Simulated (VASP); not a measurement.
Set up this calculation in VASP 6.6.1, as the native input.

```yaml
Task: single point
Functional: PBE
Potentials_or_basis: VASP PAW PBE potentials, release 64 (Ge_d, P)
Cutoff: 520 eV
k_mesh: 6 × 6 × 6
Occupations: gaussian, width 0.1 eV
Spin: no spin polarisation
Dipole_correction: no
Further_INCAR_settings: ALGO = Normal; EDIFF = 1e-06; NBANDS = 75
```

The structure of Ge3P4 lies in POSCAR:

```
Ge3P4
1.0
    0.0000000000      5.6525977820      5.6525977820
    5.6525977820      0.0000000000      5.6525977820
    5.6525977820      5.6525977820      0.0000000000
Ge P
6 8
Direct
    0.5000000000      0.0000000000      0.5000000000
    0.5000000000      0.0000000000      0.0000000000
    0.0000000000      0.0000000000      0.5000000000
    0.0000000000      0.5000000000      0.0000000000
    0.0000000000      0.5000000000      0.5000000000
    0.5000000000      0.5000000000      0.0000000000
    0.8941755942      0.3174732173      0.8941755942
    0.1058244058      0.1058244058      0.1058244058
    0.8941755942      0.8941755942      0.8941755942
    0.6825267827      0.1058244058      0.1058244058
    0.8941755942      0.8941755942      0.3174732173
    0.3174732173      0.8941755942      0.8941755942
    0.1058244058      0.1058244058      0.6825267827
    0.1058244058      0.6825267827      0.1058244058
```

The cell was generated, and may not be a known phase.

One way to write it, as run:

INCAR

```
PREC = Accurate
ENCUT = 520
EDIFF = 1E-6
ISMEAR = 0
SIGMA = 0.1
LREAL = False
LASPH = True
NELM = 60
ALGO = Normal
ISIF = 2
LWAVE = False
LCHARG = False
GGA = PE
NBANDS = 75
```

KPOINTS

```
regular mesh
0
Gamma
  6 6 6
```

Potentials or basis: VASP PAW PBE potentials, release 64 (Ge_d, P).

Launch:

```sh
$ cat potpaw_PBE.64/Ge_d/POTCAR potpaw_PBE.64/P/POTCAR > POTCAR
$ mpirun -np 1 vasp_std > vasp.out
```

Results of the run:

```json
{
  "Pressure": "-0.1 GPa",
  "Largest force": "0.029 eV/Å",
  "Band gap on the k mesh": "zero (bands 62 and 63 overlap by 0.60 eV)"
}
```

Run time: 6 min on 1 thread of Intel(R) Xeon(R) 6975P-C (Granite Rapids), with other jobs on the host, peak memory 0.63 GiB.
